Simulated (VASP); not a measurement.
CuO2: single point with PBE

The system is CuO2.

```xyz
3
Lattice="0.0000 2.4241 2.4241 2.4241 0.0000 2.4241 2.4241 2.4241 0.0000" Properties=species:S:1:pos:R:3 pbc="T T T"
Cu    0.0000    0.0000    0.0000
O     1.2120    1.2120    1.2120
O     3.6361    3.6361    3.6361
```

```
Program                : VASP 6.6.1
Task                   : single point
Functional             : PBE
Potentials or basis    : VASP PAW PBE potentials, release 64 (Cu, O)
Cutoff                 : 520 eV
k mesh                 : 14 × 14 × 14
Occupations            : gaussian, width 0.1 eV
Spin                   : collinear spin
Starting moments       : [2.5, 0.0, 0.0] μB
Dipole correction      : no
Further INCAR settings : ALGO = Normal; EDIFF = 1e-06; NBANDS = 22
```

```yaml
Pressure: 0.0 GPa
Net_moment: 2.00 μB per cell
Site_moments: Cu +0.59; O +0.63 μB
Valence_electrons_inside_the_program's_atomic_spheres: Cu 9.70; O 4.83
```

Levels at points of the mesh, in eV from the Fermi level:
Spin up:
```csv
k point,band 11,band 12,band 13,band 14,band 15,band 16
"(0.00, 0.00, 0.00)",-0.36,-0.36,-0.36,5.76,12.11,12.11
"(0.50, 0.00, 0.00)",-2.37,-0.22,-0.22,9.60,10.88,15.63
"(0.50, 0.50, 0.00)",-0.32,0.29,0.29,8.74,12.08,12.67
```
Spin down:
```tsv
k point	band 6	band 7	band 8	band 9	band 10	band 11	band 12	band 13	band 14	band 15
(0.00, 0.00, 0.00)	-2.36	-2.36	-0.11	-0.11	-0.11	0.76	0.76	0.76	6.15	12.16
(0.50, 0.00, 0.00)	-2.50	-2.24	-2.24	-2.01	-2.01	-1.42	0.88	0.88	10.19	11.37
(0.50, 0.50, 0.00)	-2.79	-2.79	-2.19	-1.93	-1.53	0.99	1.56	1.56	8.95	12.36
```

It took 2.2 min on 1 thread of Intel(R) Xeon(R) 6975P-C (Granite Rapids) (shared host), peak memory 0.23 GiB.

Caveat: a cell with one magnetic atom can't hold antiferromagnetic order, which such compounds often take; semilocal functionals often make such compounds metallic where correlation or magnetic order opens a gap, which also shifts bond lengths. With open d or f shells a metallic result of PBE can be an artefact of self-interaction; +U or a hybrid may open a gap.
